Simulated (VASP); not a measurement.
# Cs2Si3 (P-3m1) in VASP: a series of runs, part 2 of 2

VASP 6.6.1.

### Step 4. Single point, PBE

This run uses another cell than the first one, of 33.74 Å³/atom.

The input, INCAR:

```
ALGO = Normal
EDIFF = 1E-6
ENCUT = 520
GGA = PE
ISIF = 2
ISMEAR = 0
LASPH = T
LCHARG = F
LREAL = F
LWAVE = F
NBANDS = 23
NELM = 100
PREC = Accurate
SIGMA = 0.1
```

The input, KPOINTS:

```
k-points
0
Gamma
  12 12 4
```

The input, POSCAR:

```
Cs2Si3
1.0
    3.9180356358      0.0000000000      0.0000000000
   -1.9590178179      3.3931183935      0.0000000000
    0.0000000000      0.0000000000     12.6880481753
Cs Si
2 3
Direct
    0.3333333333      0.6666666667      0.2273821062
    0.6666666667      0.3333333333      0.7726178938
    0.0000000000      0.0000000000      0.0000000000
    0.3333333333      0.6666666667      0.5263984232
    0.6666666667      0.3333333333      0.4736015768
```

Potentials or basis: VASP PAW PBE potentials, release 64 (Cs_sv, Si).

Command:

```console
> cat potpaw_PBE.64/Cs_sv/POTCAR potpaw_PBE.64/Si/POTCAR > POTCAR
> mpirun -np 1 vasp_std > vasp.out
```

OUTCAR:

```text
EDIFF = 1E-6
   ENCUT = 520
   GGA = PE
   ISIF = 2
   ISMEAR = 0
   LASPH = T
   LREAL = F
   NELM = 100
   PREC = Accurate

 ion  position               nearest neighbor table
   1  0.333  0.667  0.227-
   2  0.667  0.333  0.773-
   3  0.000  0.000  0.000-
   4  0.333  0.667  0.526-   5 2.36   5 2.36   5 2.36
   5  0.667  0.333  0.474-   4 2.36   4 2.36   4 2.36

  LATTYP: Found a hexagonal cell.
 ALAT       =     3.9180356358
 C/A-ratio  =     3.2383697737

  Lattice vectors:

 A1 = (   3.9180356358,   0.0000000000,   0.0000000000)
 A2 = (  -1.9590178179,   3.3931183935,   0.0000000000)
 A3 = (   0.0000000000,   0.0000000000,  12.6880481753)

Analysis of symmetry for initial positions (statically):
=====================================================================
 Subroutine PRICEL returns:
 Original cell was already a primitive cell.

 Routine SETGRP: Setting up the symmetry group for a
 hexagonal supercell.

 Subroutine GETGRP returns: Found 12 space group operations
 (whereof 12 operations were pure point group operations)
 out of a pool of 24 trial point group operations.

The static configuration has the point symmetry D_3d.

Analysis of symmetry for dynamics (positions and initial velocities):
=====================================================================
 Subroutine PRICEL returns:
 Original cell was already a primitive cell.

 Routine SETGRP: Setting up the symmetry group for a
 hexagonal supercell.

 Subroutine GETGRP returns: Found 12 space group operations
 (whereof 12 operations were pure point group operations)
 out of a pool of 24 trial point group operations.
[... 115 lines left out ...]
   POTIM  = 0.5000    time-step for ionic-motion
   TEBEG  =    0.0;   TEEND  =   0.0 temperature during run
   PSTRESS=    0.0 pullay stress
   NELECT =      30.0000    total number of electrons
   NUPDOWN=      -1.0000    fix difference up-down
   EMIN   =  10.00;   EMAX   =-10.00  energy-range for DOS
   EFERMI =   0.00;   METHOD = LEGACY
   ISMEAR =     0;   SIGMA  =   0.10  broadening in eV -4-tet -1-fermi 0-gaus
   EFERMI_NEDOS =   21; number of points for ismear=-14 and -15
   IALGO  =     38    algorithm
   IMIX   =      4    mixing-type and parameters
     AMIX     =   0.40;   BMIX     =  1.00
     AMIX_MAG =   1.60;   BMIX_MAG =  1.00
  volume/ion in A,a.u.               =      33.74       227.66
  Fermi-wavevector in a.u.,A,eV,Ry     =   0.920650  1.739776 11.532247  0.847596
  Thomas-Fermi vector in A             =   2.045979
   LORBIT       =      0    0 simple, 1 ext, 2 COOP (PROOUT), +10 PAW based schemes
   GGA     = PE    functional components
   LHFCALC =     F    Hartree Fock is set to
   AEXX    =    0.0000 exact exchange contribution
   IVDW    =     0    specifies the selected vdW correction
   LEPSILON=     F    determine dielectric tensor
   LRPA    =     F    only Hartree local field effects (RPA)
 non-spin polarized calculation
 Gauss-broadening in eV      SIGMA  =   0.10
  energy-cutoff  :      520.00
  volume of cell :      168.68
 maximum number of plane-waves:      4613
 NGX is ok and might be reduce to    30
   NGX = 15   NGY = 15   NGZ = 47

 number of electron      30.0000001 magnetization

 Free energy of the ion-electron system (eV)
  ---------------------------------------------------
  ext. energy  EPLUGINS =         0.00000000
  ---------------------------------------------------
  free energy    TOTEN  =       -15.67489372 eV

  energy without entropy =      -15.65747931  energy(sigma->0) =      -15.66618651

 E-fermi :   3.4223     XC(G=0):  -8.4336

 val. band max:        3.4188343572   @ k =   0.3333   0.3333   0.5000
 cond. band min:       3.4395660387   @ k =   0.4167  -0.0000   0.5000
 fundamental gap:      0.0207316815
 Fermi energy:         3.4222565664

 k-point     1 :       0.0000    0.0000    0.0000
  band No.  band energies     occupation
      1     -19.5603      2.00000
      2     -19.5590      2.00000
      3      -7.6806      2.00000
      4      -6.4251      2.00000
      5      -6.2989      2.00000
      6      -5.5891      2.00000
[... 613 lines left out ...]
     22       7.0023      0.00000
     23       7.1721      0.00000

 [... further k-points ...]
[... 5 lines left out ...]
  --------------------------------------------------------------------------------------
  -------------------------------------------------------------------------------------
  Total        0.0480131      0.0480131      0.0600838      0.0000000      0.0000000      0.0000000
  in kB        0.4560450      0.4560450      0.5706970      0.0000000      0.0000000      0.0000000
  external PRESSURE =       0.4942624 kB  Pullay stress =       0.0000000 kB

 VOLUME and BASIS-vectors are now :
 -----------------------------------------------------------------------------
  energy-cutoff  :      520.00
  volume of cell :      168.68
      direct lattice vectors                 reciprocal lattice vectors
     3.918035636  0.000000000  0.000000000     0.255229940  0.147357075  0.000000000
    -1.959017818  3.393118393  0.000000000     0.000000000  0.294714149  0.000000000
     0.000000000  0.000000000 12.688048175     0.000000000  0.000000000  0.078814329

 POSITION                                       TOTAL-FORCE (eV/Angst)
 -----------------------------------------------------------------------------------
     -0.00000      2.26208      2.88504         0.000000     -0.000000     -0.000779
      1.95902      1.13104      9.80301        -0.000000      0.000000      0.000779
      0.00000      0.00000      0.00000        -0.000000      0.000000      0.000000
     -0.00000      2.26208      6.67897        -0.000000      0.000000     -0.004000
      1.95902      1.13104      6.00908        -0.000000      0.000000      0.004000
 -----------------------------------------------------------------------------------
    total drift:                               -0.000000      0.000000     -0.000000

  FREE ENERGIE OF THE ION-ELECTRON SYSTEM (eV)
  ---------------------------------------------------
  free  energy   TOTEN  =       -15.6748937159 eV

  energy  without entropy=      -15.6574793125  energy(sigma->0) =      -15.66618651
```

OSZICAR:

```text
N       E                     dE             d eps       ncg     rms          rms(c)
DAV:   1     0.152355138327E+03    0.15236E+03   -0.11517E+04  3174   0.105E+03
DAV:   2    -0.211074983067E+01   -0.15447E+03   -0.14816E+03  4201   0.172E+02
DAV:   3    -0.160550663074E+02   -0.13944E+02   -0.13823E+02  4119   0.543E+01
DAV:   4    -0.162580045219E+02   -0.20294E+00   -0.20277E+00  3911   0.816E+00
DAV:   5    -0.162603024087E+02   -0.22979E-02   -0.22975E-02  4272   0.871E-01    0.453E+00
DAV:   6    -0.158211589619E+02    0.43914E+00   -0.40389E-01  4016   0.280E+00    0.267E+00
DAV:   7    -0.156650183879E+02    0.15614E+00   -0.88314E-01  4176   0.380E+00    0.494E-01
DAV:   8    -0.156738327414E+02   -0.88144E-02   -0.14083E-01  3797   0.157E+00    0.249E-01
DAV:   9    -0.156746804893E+02   -0.84775E-03   -0.69705E-03  3986   0.393E-01    0.107E-01
DAV:  10    -0.156748859702E+02   -0.20548E-03   -0.15356E-03  4177   0.126E-01    0.593E-02
DAV:  11    -0.156747903090E+02    0.95661E-04   -0.36877E-04  3986   0.716E-02    0.374E-02
DAV:  12    -0.156748911708E+02   -0.10086E-03   -0.32449E-04  3839   0.799E-02    0.745E-03
DAV:  13    -0.156748914400E+02   -0.26921E-06   -0.19727E-05  3999   0.180E-02    0.420E-03
DAV:  14    -0.156748934387E+02   -0.19987E-05   -0.32208E-06  3766   0.853E-03    0.137E-03
DAV:  15    -0.156748937159E+02   -0.27720E-06   -0.46824E-07  2863   0.327E-03
   1 F= -.15674894E+02 E0= -.15666187E+02  d E =-.174144E-01
```

Wall time 2.2 min (1 thread of Intel Xeon 6975P-C (Granite Rapids), shared host); peak memory 0.41 GiB.

Results:

```yaml
Free_energy: -15.6749 eV
Pressure: 0.0 GPa
Largest_force: 0.004 eV/Å
Band_gap_on_the_k_mesh: zero (bands 15 and 16 overlap by 1.86 eV)
```

Forces on the atoms (eV/Å):
```
Cs   0.000  0.000 -0.001
Cs   0.000  0.000  0.001
Si   0.000  0.000  0.000
Si   0.000  0.000 -0.004
Si   0.000  0.000  0.004
```

Caveat: spin-orbit coupling is left out, which moves the levels of the heavy elements.

### Step 5. Relaxation of cell and atoms, PBE

The input, INCAR:

```
SYSTEM = Cs2Si3
PREC = Accurate
ENCUT = 600
EDIFF = 1E-7
ISMEAR = 0
SIGMA = 0.1
LREAL = .False.
LASPH = .True.
NELM = 100
ALGO = Normal
ISIF = 3
LWAVE = .False.
LCHARG = .False.
GGA = PE
IBRION = 2
NSW = 90
EDIFFG = -0.04
```

The input, KPOINTS:

```
Automatic mesh
0
Gamma
  6 6 4
  0 0 0
```

The input, POSCAR:

```
Cs2Si3
1.0
    4.6166191172      0.0000000000      0.0000000000
   -2.3083095586      3.9981094350      0.0000000000
    0.0000000000      0.0000000000      7.1827094386
Cs Si
2 3
Direct
    0.3333333333      0.6666666667      0.2450000000
    0.6666666667      0.3333333333      0.7550000000
    0.0000000000      0.0000000000      0.0000000000
    0.3333333333      0.6666666667      0.6450000000
    0.6666666667      0.3333333333      0.3550000000
```

Command:

```console
> cat potpaw_PBE.64/Cs_sv/POTCAR potpaw_PBE.64/Si/POTCAR > POTCAR
> mpirun -np 1 vasp_std > vasp.out
```

Run time: 23 min. Hardware: 1 thread of Intel Xeon 6975P-C (Granite Rapids), shared host; peak memory 0.36 GiB.

It converged, with:

| Item | Value |
| --- | --- |
| Free energy | -15.3113 eV |
| Relaxed volume | 35.67 Å³/atom |
| Relaxed cell | a = 3.970 Å, b = 3.970 Å, c = 13.064 Å, α = 90.00°, β = 90.00°, γ = 120.00° |
| Space group after relaxing (to 0.1 Å) | P-3m1 (No. 164) |
| Energy gained by relaxing | 1554.0 meV/atom |
| Ionic steps | 48 |
| Pressure after relaxing | 0.1 GPa |
| Largest force after relaxing | 0.034 eV/Å |
| Band gap on the k mesh | zero (bands 15 and 16 overlap by 1.67 eV) |

Forces on the atoms (eV/Å):
```
Cs   0.000  0.000  0.034
Cs   0.000  0.000 -0.034
Si   0.000  0.000  0.000
Si   0.000  0.000 -0.003
Si   0.000  0.000  0.003
```

Step by step:
```
step  energy change (eV)  largest force (eV/Å)  pressure (GPa)  volume (Å³)
   1              0.0000                3.0144           13.64       132.58
   3             -2.8064                0.7430            0.31       197.60
   5             -2.8611                0.5459           -0.68       214.29
   7             -2.9954                0.5846           -0.57       209.35
   9             -3.2619                0.6466           -0.22       196.15
  11             -3.4604                0.3137            0.05       185.81
  13             -3.5229                0.4839           -0.44       192.41
  15             -3.8752                0.3664           -0.05       189.53
  17             -4.3784                3.3775            5.66       162.15
  19             -4.7360                1.1949            4.38       171.07
  21             -4.6968                1.9784            5.06       168.05
  23             -4.7068                2.0988            5.02       168.11
  25             -4.7105                2.5836            4.67       168.28
  27             -4.7290                2.3403            4.74       168.36
  29             -4.8363                2.2816            4.44       169.52
  31             -5.2281                2.0804            3.38       174.18
  33             -6.3245                1.5849            0.24       192.81
  35             -6.9233                1.1693           -2.41       221.45
  37             -7.5457                0.3316           -0.76       195.84
  39             -7.5563                0.3123           -0.35       192.72
  41             -7.6297                0.5045            0.18       185.64
  43             -7.6579                0.5159            0.26       182.95
  45             -7.7303                0.1579           -0.30       181.83
  47             -7.7680                0.0509           -0.05       179.14
  48             -7.7701                0.0336            0.07       178.34
```

Final structure:
```xyz
5
Lattice="3.9702 0.0000 0.0000 -1.9851 3.4383 0.0000 0.0000 0.0000 13.0645" Properties=species:S:1:pos:R:3 pbc="T T T"
Cs    0.0000    2.2922    2.7625
Cs    1.9851    1.1461   10.3020
Si    0.0000    0.0000    0.0000
Si    0.0000    2.2922    6.3745
Si    1.9851    1.1461    6.6900
```

Levels at points of the mesh, in eV from the Fermi level:
| k point | band 11 | band 12 | band 13 | band 14 | band 15 | band 16 | band 17 | band 18 | band 19 |
| --- | --- | --- | --- | --- | --- | --- | --- | --- | --- |
| (0.00, 0.00, 0.00) | -3.85 | -2.04 | -2.04 | -0.83 | 0.39 | 0.52 | 2.13 | 2.13 | 2.13 |
| (0.50, 0.00, 0.00) | -5.74 | -3.32 | -1.85 | -1.57 | -0.49 | -0.15 | 0.08 | 1.21 | 1.46 |
| (0.00, 0.00, 0.50) | -3.74 | -2.04 | -2.04 | -1.06 | 0.29 | 0.94 | 1.77 | 2.16 | 2.37 |
| (0.50, 0.00, 0.50) | -5.73 | -3.32 | -1.97 | -1.42 | -0.47 | -0.25 | 0.13 | 1.07 | 1.46 |

Caveat: the volume moved by over 15 % at a fixed basis, so the end points are rough; spin-orbit coupling is left out, which moves the levels of the heavy elements.

### Step 6. Relaxation of cell and atoms, PBE

This run uses another cell than the first one, of 33.66 Å³/atom.

The input, INCAR:

```
SYSTEM = Cs2Si3
PREC = Accurate
ENCUT = 600
EDIFF = 1E-7
ISMEAR = 0
SIGMA = 0.1
LREAL = .FALSE.
LASPH = .TRUE.
NELM = 60
ALGO = Normal
ISIF = 3
LWAVE = .FALSE.
LCHARG = .FALSE.
GGA = PE
IBRION = 2
NSW = 100
EDIFFG = -0.01
```

The input, KPOINTS:

```
regular mesh
0
G
  12 12 4
  0 0 0
```

The input, POSCAR:

```
Cs2Si3
1.0
    3.9179224916      0.0000000000      0.0000000000
   -1.9589612458      3.3930204078      0.0000000000
    0.0000000000      0.0000000000     12.6597626299
Cs Si
2 3
Direct
    0.3333333333      0.6666666667      0.2281638684
    0.6666666667      0.3333333333      0.7718361316
    0.0000000000      0.0000000000      0.0000000000
    0.3333333333      0.6666666667      0.5269002736
    0.6666666667      0.3333333333      0.4730997264
```

Potentials or basis: VASP PAW PBE potentials, release 64 (Cs_sv, Si).

Command:

```console
> cat potpaw_PBE.64/Cs_sv/POTCAR potpaw_PBE.64/Si/POTCAR > POTCAR
> mpirun -np 1 vasp_std > vasp.out
```

Wall time 8.8 min (1 thread of Intel Xeon 6975P-C (Granite Rapids), shared host); peak memory 0.51 GiB.

Results (log left out):

```yaml
Free_energy: -15.6750 eV
Relaxed_volume: 33.84 Å³/atom
Relaxed_cell: a = 3.922 Å, b = 3.922 Å, c = 12.699 Å, α = 90.00°, β = 90.00°, γ = 120.00°
Space_group_after_relaxing_to_0.1_Å: P-3m1 (No. 164)
Energy_gained_by_relaxing: 0.2 meV/atom
Ionic_steps: 8
Pressure_after_relaxing: 0.0 GPa
Largest_force_after_relaxing: 0.009 eV/Å
Band_gap_on_the_k_mesh: zero (bands 15 and 16 overlap by 1.85 eV)
```

Forces on the atoms (eV/Å):
```
Cs   0.000  0.000 -0.009
Cs   0.000  0.000  0.009
Si   0.000  0.000  0.000
Si   0.000  0.000  0.006
Si   0.000  0.000 -0.006
```

Step by step:
| step | energy change (eV) | largest force (eV/Å) | pressure (GPa) | volume (Å³) |
| --- | --- | --- | --- | --- |
| 1 | 0.0000 | 0.0401 | 0.07 | 168.29 |
| 2 | -0.0004 | 0.0324 | 0.03 | 168.67 |
| 3 | -0.0006 | 0.0217 | -0.04 | 169.21 |
| 4 | -0.0006 | 0.0237 | -0.03 | 169.11 |
| 5 | -0.0007 | 0.0150 | -0.01 | 169.03 |
| 6 | -0.0007 | 0.0135 | 0.02 | 168.96 |
| 7 | -0.0008 | 0.0112 | 0.00 | 169.06 |
| 8 | -0.0008 | 0.0085 | -0.01 | 169.18 |

Final structure:
```
Cs Si
1.0
     3.92210    0.00000    0.00000
    -1.96105    3.39664    0.00000
     0.00000    0.00000   12.69905
Cs Si
2 3
Direct
  0.33333 0.66667 0.22758
  0.66667 0.33333 0.77242
  0.00000 0.00000 0.00000
  0.33333 0.66667 0.52624
  0.66667 0.33333 0.47376
```

Levels at points of the mesh, in eV from the Fermi level:
| k point | band 12 | band 13 | band 14 | band 15 | band 16 | band 17 | band 18 | band 19 |
| --- | --- | --- | --- | --- | --- | --- | --- | --- |
| (0.00, 0.00, 0.00) | -1.09 | -1.09 | -0.76 | 0.26 | 1.14 | 2.10 | 2.53 | 2.54 |
| (0.50, 0.00, 0.00) | -2.47 | -1.86 | -1.62 | -0.81 | 0.08 | 0.65 | 1.51 | 1.55 |
| (0.00, 0.00, 0.50) | -1.12 | -1.09 | -1.09 | 0.86 | 1.16 | 1.55 | 2.57 | 2.57 |
| (0.50, 0.00, 0.50) | -2.47 | -1.99 | -1.50 | -0.67 | -0.10 | 0.70 | 1.01 | 1.58 |

Caveat: spin-orbit coupling is left out, which moves the levels of the heavy elements.

### Step 7. Summary

| task | cell | k mesh | cutoff (eV) | gap on the mesh (eV) | pressure (GPa) | relaxed volume (Å³/atom) | largest force (eV/Å) |
| --- | --- | --- | --- | --- | --- | --- | --- |
| single point | a = 4.617, b = 4.617, c = 7.183 Å, angles 90.0, 90.0, 120.0°, 5 atoms, atomic positions A | 6 × 6 × 4 | 520 | none | 13.6 | - | 3.01 |
| single point | a = 3.918, b = 3.918, c = 12.660 Å, angles 90.0, 90.0, 120.0°, 5 atoms, atomic positions B | 6 × 6 × 4 | 520 | none | 0.1 | - | 0.05 |
| single point | a = 3.918, b = 3.918, c = 12.688 Å, angles 90.0, 90.0, 120.0°, 5 atoms, atomic positions C | 12 × 12 × 4 | 520 | none | 0.0 | - | - |
| relaxation of cell and atoms | relaxed from a = 4.617, b = 4.617, c = 7.183 Å, angles 90.0, 90.0, 120.0°, 5 atoms, atomic positions A | 6 × 6 × 4 | 600 | none | 0.1 | 35.67 | 0.03 |
| relaxation of cell and atoms | relaxed from a = 3.918, b = 3.918, c = 12.660 Å, angles 90.0, 90.0, 120.0°, 5 atoms, atomic positions B | 12 × 12 × 4 | 600 | none | 0.0 | 33.84 | 0.01 |

Alike in all rows: level PBE; potentials or basis VASP PAW PBE potentials, release 64 (Cs_sv, Si); no spin polarisation; smearing gaussian 0.1 eV.

Caveats: spin-orbit coupling is left out, which moves the levels of the heavy elements; the cell stands under pressure (at least some runs); forces of over 1 eV/Å act on the atoms, so gaps and moduli don't describe the material at rest (at least some runs); the volume moved by over 15 % at a fixed basis, so the end points are rough (at least some runs).

Total energies depend on the potentials used, so only differences within one code and one set of settings carry meaning.

The gap in the log of VASP goes by the Fermi energy; the results here count the filled bands.